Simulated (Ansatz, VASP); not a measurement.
# TiAl3: VASP beside Ansatz

Contents of INCAR:

```
SYSTEM = TiAl3
PREC     = Accurate       ! precision mode
ENCUT    = 520            ! plane-wave cutoff, eV
EDIFF    = 1E-6           ! SCF threshold, eV
ISMEAR   = 0              ! smearing method
SIGMA    = 0.15           ! smearing width, eV
LREAL    = .FALSE.        ! projectors in reciprocal space
LASPH    = .TRUE.         ! aspherical terms in the spheres
NELM     = 80             ! most SCF steps
ALGO     = Fast           ! electronic algorithm
ISIF     = 2              ! what is computed and relaxed
LWAVE    = .FALSE.        ! write WAVECAR
LCHARG   = .FALSE.        ! write CHGCAR
GGA      = PS             ! functional
NBANDS   = 18             ! bands
```

KPOINTS

```
Automatic mesh
0
G
  18 10 10
  0 0 0
```

POSCAR

```
TiAl3
1.0
    2.7813912058      0.0000000000      0.0000000000
    0.0000000000      4.6710700323      0.0350330252
    0.0000000000      0.0367005228      4.8934030395
Ti Al
1 3
Direct
    0.0000000000      0.5000000000      0.1631682049
    0.5000000000      0.5000000000      0.6640465240
    0.5000000000      0.0000000000      0.3331101826
    0.0000000000      0.0000000000      0.8396740885
```

Input for Ansatz:

```yaml
crystal:
  lattice:
    - [2.7813912058, 0.0, 0.0]
    - [0.0, 4.6710700323, 0.0350330252]
    - [0.0, 0.0367005228, 4.8934030395]
  atoms:
    - { symbol: Ti, position: [0.0, 0.5, 0.1631682049] }
    - { symbol: Al, position: [0.5, 0.5, 0.664046524] }
    - { symbol: Al, position: [0.5, 0.0, 0.3331101826] }
    - { symbol: Al, position: [0.0, 0.0, 0.8396740885] }
basis:
  ecutwfc: 420
kpoints:
  mp_grid: { grid: [18, 10, 10] }
hamiltonian:
  xc: pbesol
scf:
  occupations: { method: gaussian, width: 0.15 }
output:
  forces: true
  stress: true
  eigenvalues: true
```

Change from the starting cell: strain +0.0150 x Voigt [0, 0, 0, 1, 0, 0], atoms carried along.

Alike in both runs: task single point; functional PBEsol; k mesh 18 × 10 × 10; occupations gaussian, width 0.15 eV; no spin polarisation.

|  | VASP | Ansatz |
| --- | --- | --- |
| version | VASP 6.6.1 | Ansatz 0.2.0 |
| potentials or method | VASP PAW PBE potentials, release 64 (Ti_sv, Al), cutoff 520 eV | scalar-relativistic, plane waves, PAW |
| valence electrons in the cell | 21 | 21 |

Ansatz gave:

```
gap on the k mesh at the Fermi level (eV)                     : none
pressure (GPa)                                                : 0.0
traceless stress, the component that is largest in VASP (GPa) : -1.06
rms of the force components (eV/Å)                            : 0.007
```

Question: Which values does VASP return?

Answer: gap on the k mesh at the Fermi level (eV): none; pressure (GPa): 0.1; traceless stress, the component that is largest in VASP (GPa): -1.06; rms of the force components (eV/Å): 0.007.

VASP's potentials were made for PBE, not for PBEsol. Atom by atom the forces differ by 0.001 eV/Å (rms over components). A gap of «none» marks a metal or a gap that the smearing closes.
